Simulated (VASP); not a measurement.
# MgB2 (P6/mmm) in VASP: settings compared, part 2 of 2

VASP 6.6.1. Earlier steps stand in the parts before.

### Step 5. Single point, r2SCAN

Input file POSCAR:

```
MgB2
1.0
    3.0433056997      0.0000000000      0.0000000000
   -1.5216528499      2.6355800475      0.0000000000
    0.0000000000      0.0000000000      3.4753860551
Mg B
1 2
Direct
    0.0000000000      0.0000000000      0.0000000000
    0.6666666667      0.3333333333      0.5000000000
    0.3333333333      0.6666666667      0.5000000000
```

Input file INCAR.step1:

```
SYSTEM = MgB2
PREC = Accurate
ENCUT = 750
ISMEAR = -1
SIGMA = 0.05
LREAL = .FALSE.
LASPH = .TRUE.
NELM = 120
NBANDS = 15
GGA = PE
ALGO = Normal
EDIFF = 1E-5
LWAVE = .TRUE.
LCHARG = .FALSE.
GGA_COMPAT = .FALSE.
```

Input file INCAR.step2:

```
SYSTEM = MgB2
PREC = Accurate
ENCUT = 750
EDIFF = 1E-6
ISMEAR = -1
SIGMA = 0.05
LREAL = .FALSE.
LASPH = .TRUE.
NELM = 120
ALGO = Normal
ISIF = 2
LWAVE = .FALSE.
LCHARG = .FALSE.
METAGGA = R2SCAN
LMIXTAU = .TRUE.
NBANDS = 15
ISTART = 1
GGA_COMPAT = .FALSE.
```

Input file KPOINTS:

```
regular mesh
0
G
  10 10 8
  0 0 0
```

Command:

```
> cat potpaw_PBE.64/Mg_sv/POTCAR potpaw_PBE.64/B/POTCAR > POTCAR
> cp INCAR.step1 INCAR
> mpirun -np 1 vasp_std > vasp.out
> cp INCAR.step2 INCAR
> mpirun -np 1 vasp_std > vasp.out
```

Run time: 82 s. Hardware: 1 thread of Intel Xeon 6975P-C (Granite Rapids), shared host; peak memory 0.19 GiB.

The run converged. Its results:

| Property | Result |
| --- | --- |
| Free energy | -19.4127 eV |
| Pressure | 4.3 GPa |
| Band gap on the k mesh | zero (bands 8 and 9 overlap by 2.61 eV) |

Stress tensor (GPa, compression positive):
```
5.07 0.00 0.00
0.00 5.07 0.00
0.00 0.00 2.79
```

Levels at points of the mesh, in eV from the Fermi level:
| k point | band 5 | band 6 | band 7 | band 8 | band 9 | band 10 | band 11 | band 12 |
| --- | --- | --- | --- | --- | --- | --- | --- | --- |
| (0.00, 0.00, 0.00) | -13.51 | -3.25 | 0.37 | 0.37 | 2.04 | 6.77 | 6.77 | 8.88 |
| (0.50, 0.00, 0.00) | -9.34 | -8.49 | -2.41 | 0.14 | 3.35 | 4.18 | 5.94 | 8.28 |
| (0.00, 0.00, 0.50) | -12.16 | -7.98 | 0.79 | 0.79 | 7.06 | 7.06 | 8.78 | 10.96 |
| (0.50, 0.00, 0.50) | -8.31 | -7.54 | -3.89 | -2.11 | -1.29 | 6.27 | 9.77 | 10.07 |

Caveat: the cell stands under pressure; the PAW data sets were made with another functional, which shifts forces and pressure a little.

### Step 6. Single point, PBE0

This run uses another cell than the first one, of 9.68 Å³/atom.

Input file POSCAR:

```
MgB2
1.0
    3.0850000000      0.0000000000      0.0000000000
   -1.5425000000      2.6716883707      0.0000000000
    0.0000000000      0.0000000000      3.5230000000
Mg B
1 2
Direct
    0.0000000000      0.0000000000      0.0000000000
    0.6666666667      0.3333333333      0.5000000000
    0.3333333333      0.6666666667      0.5000000000
```

Input file INCAR.step1:

```
PREC     = Accurate       # precision mode
ENCUT    = 520            # plane-wave cutoff, eV
EDIFF    = 1E-5           # SCF threshold, eV
ISMEAR   = -1             # smearing method
SIGMA    = 0.05           # smearing width, eV
LREAL    = F              # projectors in reciprocal space
LASPH    = T              # aspherical terms in the spheres
NELM     = 80             # most SCF steps
ALGO     = Normal         # electronic algorithm
ISIF     = 2              # what is computed and relaxed
LWAVE    = T              # write WAVECAR
GGA      = PE             # functional
NBANDS   = 11             # bands
```

Input file INCAR.step2:

```
PREC     = Accurate       # precision mode
ENCUT    = 520            # plane-wave cutoff, eV
EDIFF    = 1E-6           # SCF threshold, eV
ISMEAR   = -1             # smearing method
SIGMA    = 0.05           # smearing width, eV
LREAL    = F              # projectors in reciprocal space
LASPH    = T              # aspherical terms in the spheres
NELM     = 80             # most SCF steps
ALGO     = Normal         # electronic algorithm
ISIF     = 2              # what is computed and relaxed
LWAVE    = F              # write WAVECAR
LCHARG   = T              # write CHGCAR
GGA      = PE             # functional
LHFCALC  = T              # exact exchange
AEXX     = 0.25           # exact-exchange fraction
PRECFOCK = Normal       
LELF     = T              # ELF
LVHAR    = T            
ISTART   = 1            
NBANDS   = 11             # bands
```

Input file KPOINTS:

```
Automatic mesh
0
Gamma
  8 8 6
```

Potentials or basis: VASP PAW PBE potentials, release 64 (Mg, B).

Command:

```
> cat potpaw_PBE.64/Mg/POTCAR potpaw_PBE.64/B/POTCAR > POTCAR
> cp INCAR.step1 INCAR
> mpirun -np 1 vasp_std > vasp.out
> cp INCAR.step2 INCAR
> mpirun -np 1 vasp_std > vasp.out
```

Wall time 80 min (1 thread of Intel Xeon 8259CL, shared host); peak memory 0.18 GiB.

Results (log left out):

```
Free energy            : -17.4149 eV
Pressure               : -2.6 GPa
Band gap on the k mesh : zero (bands 4 and 5 overlap by 3.52 eV)
```

Stress tensor (GPa, compression positive):
```
-2.16  0.00  0.00
 0.00 -2.16  0.00
 0.00  0.00 -3.56
```

Levels at points of the mesh, in eV from the Fermi level:
```csv
k point,band 2,band 3,band 4,band 5,band 6,band 7
"(0.00, 0.00, 0.00)",-3.75,0.30,0.30,2.39,7.43,7.43
"(0.50, 0.00, 0.00)",-9.39,-3.08,0.58,4.05,4.81,6.28
"(0.00, 0.00, 0.50)",-8.86,0.73,0.73,7.81,7.81,9.56
"(0.50, 0.00, 0.50)",-8.38,-4.41,-2.74,-1.54,6.80,10.02
```

Caveat: the PAW data sets were made with another functional, which shifts forces and pressure a little.

### Step 7. Overview

| level | potentials or basis | cell | k mesh | cutoff (eV) | mended | grid for exact exchange (PRECFOCK) | share of exact exchange | gap on the mesh (eV) | pressure (GPa) |
| --- | --- | --- | --- | --- | --- | --- | --- | --- | --- |
| r2SCAN | VASP PAW PBE potentials, release 64 (Mg_sv, B) | a = 3.043, b = 3.043, c = 3.475 Å, angles 90.0, 90.0, 120.0°, 3 atoms | 10 × 10 × 8 | 750 | yes | - | - | none | 4.3 |
| r2SCAN | VASP PAW PBE potentials, release 64 (Mg_sv, B) | a = 3.085, b = 3.085, c = 3.523 Å, angles 90.0, 90.0, 120.0°, 3 atoms | 10 × 10 × 8 | 750 | yes | - | - | none | -2.2 |
| r2SCAN+D3(BJ) | VASP PAW PBE potentials, release 64 (Mg_sv, B) | a = 3.061, b = 3.061, c = 3.472 Å, angles 90.0, 90.0, 120.0°, 3 atoms | 10 × 10 × 8 | 750 | yes | - | - | none | -0.2 |
| PBE0 | VASP PAW PBE potentials, release 64 (Mg, B) | a = 3.085, b = 3.085, c = 3.523 Å, angles 90.0, 90.0, 120.0°, 3 atoms | 8 × 8 × 6 | 520 | - | Normal | 0.25 | none | -2.6 |

Alike in all rows: task single point; no spin polarisation; smearing fermi-dirac 0.05 eV.

Caveats: the PAW data sets were made with another functional, which shifts forces and pressure a little; the cell stands under pressure (at least some runs).

Absolute energies hang on the potentials; compare differences alone.
